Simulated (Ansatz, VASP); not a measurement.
Cu in VASP and in Ansatz

```
Cu
1.0
     0.00000    1.82690    1.82690
     1.82690    0.00000    1.82690
     1.82690    1.82690    0.00000
Cu
1
Direct
  0.00000 0.00000 0.00000
```

Change from the starting cell: volume scaled by 1.02.

Alike in both runs: task single point; functional PBE; k mesh 20 × 20 × 20; occupations fermi-dirac, width 0.03 eV; no spin polarisation.

|  | VASP | Ansatz |
| --- | --- | --- |
| version | VASP 6.6.1 | Ansatz 0.2.0 |
| potentials or method | VASP PAW PBE potentials, release 64 (Cu), cutoff 520 eV | all-electron LAPW, scalar-relativistic |

```tsv
	VASP	Ansatz	Ansatz less VASP
pressure (GPa)	-2.1	-2.7	-0.61
```

Ansatz ran all-electron here, and VASP with PAW potentials.
